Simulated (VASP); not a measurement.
**Al: single point with r2SCAN**

Al:

```
CELL_PARAMETERS angstrom
2.66768 0.00000 0.00000
-1.33384 2.31028 0.00000
0.00000 0.00000 4.68908
ATOMIC_POSITIONS crystal
Al 0.66667 0.33333 0.75000
Al 0.33333 0.66667 0.25000
```

This cell differs from its parent crystal: strain -0.050 along x and y, +0.000 along z.

| Property | Result |
| --- | --- |
| Program | VASP 6.6.1 |
| Task | single point |
| Functional | r2SCAN |
| Potentials or basis | VASP PAW PBE potentials, release 64 (Al) |
| Cutoff | 520 eV |
| k mesh | 24 × 24 × 14 |
| Occupations | gaussian, width 0.15 eV |
| Spin | no spin polarisation |
| Dipole correction | no |
| Further INCAR settings | ALGO = Normal; EDIFF = 1e-06; NBANDS = 10 |

```yaml
Pressure: 11.8 GPa
Band_gap_on_the_k_mesh: zero (bands 3 and 4 overlap by 7.30 eV)
```

Stress tensor (GPa, compression positive):
```
15.11  0.00  0.00
 0.00 15.11  0.00
 0.00  0.00  5.25
```

Levels at points of the mesh, in eV from the Fermi level:
| k point | band 1 | band 2 | band 3 | band 4 | band 5 | band 6 |
| --- | --- | --- | --- | --- | --- | --- |
| (0.00, 0.00, 0.00) | -12.81 | -6.00 | -5.69 | 12.14 | 13.47 | 13.47 |
| (0.50, 0.00, 0.00) | -5.83 | -5.58 | 0.61 | 0.86 | 1.15 | 1.82 |
| (0.00, 0.00, 0.50) | -11.04 | -11.04 | 2.46 | 2.46 | 14.30 | 14.30 |
| (0.50, 0.00, 0.50) | -4.57 | -4.57 | -3.29 | -3.29 | 7.98 | 7.98 |

Run time: 4.5 min on 1 thread of Intel(R) Xeon(R) Platinum 8259CL CPU @ 2.50GHz (Skylake/Cascade Lake), on a shared host, peak memory 0.23 GiB.

Caveat: the cell differs from its parent crystal (strain -0.050 along x and y, +0.000 along z); the cell stands under pressure; the PAW data sets were made with another functional, which shifts forces and pressure a little.
